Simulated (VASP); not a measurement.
Input of a VASP 6.6.1 run:

File INCAR:

```
SYSTEM = Y
ALGO     = Normal         ! electronic algorithm
EDIFF    = 1E-7           ! SCF threshold, eV
EDIFFG   = -0.005         ! ionic threshold
ENCUT    = 600            ! plane-wave cutoff, eV
GGA      = PE             ! functional
IBRION   = 2              ! ionic algorithm
ISIF     = 3              ! what is computed and relaxed
ISMEAR   = -1             ! smearing method
LASPH    = .TRUE.         ! aspherical terms in the spheres
LCHARG   = .FALSE.        ! write CHGCAR
LREAL    = .FALSE.        ! projectors in reciprocal space
LWAVE    = .FALSE.        ! write WAVECAR
NELM     = 100            ! most SCF steps
NSW      = 60             ! ionic steps
PREC     = Accurate       ! precision mode
PSTRESS  = 810.0        
SIGMA    = 0.05           ! smearing width, eV
```

KPOINTS

```
k-points
0
G
  15 15 9
  0 0 0
```

File POSCAR:

```
Y
1.0
    2.8323935067      0.0000000000      0.0000000000
   -1.4161967533      2.4529247303      0.0000000000
    0.0000000000      0.0000000000      4.5884774808
Y
2
Direct
    0.3333333333      0.6666666667      0.2500000000
    0.6666666667      0.3333333333      0.7500000000
```

Potentials or basis: VASP PAW PBE potentials, release 64 (Y_sv).

The run is started by

```console
$ cat potpaw_PBE.64/Y_sv/POTCAR > POTCAR
$ mpirun -np 1 vasp_std > vasp.out
```

(1) What does it give for the relaxed volume?

(2) What does it give for the space group after relaxing (to 0.1 Å)?

(3) What does it give for the relaxed cell?

(4) Estimate the band gap on the k mesh.

## Answers

(1) 16.00 Å³/atom.

(2) P6_3/mmc (No. 194).

(3) a = 2.794 Å, b = 2.794 Å, c = 4.734 Å, α = 90.00°, β = 90.00°, γ = 120.00°.

(4) zero (bands 11 and 12 overlap by 2.72 eV).

Caveat: the cell is relaxed towards a set pressure, so the run minimises the enthalpy, not the energy.
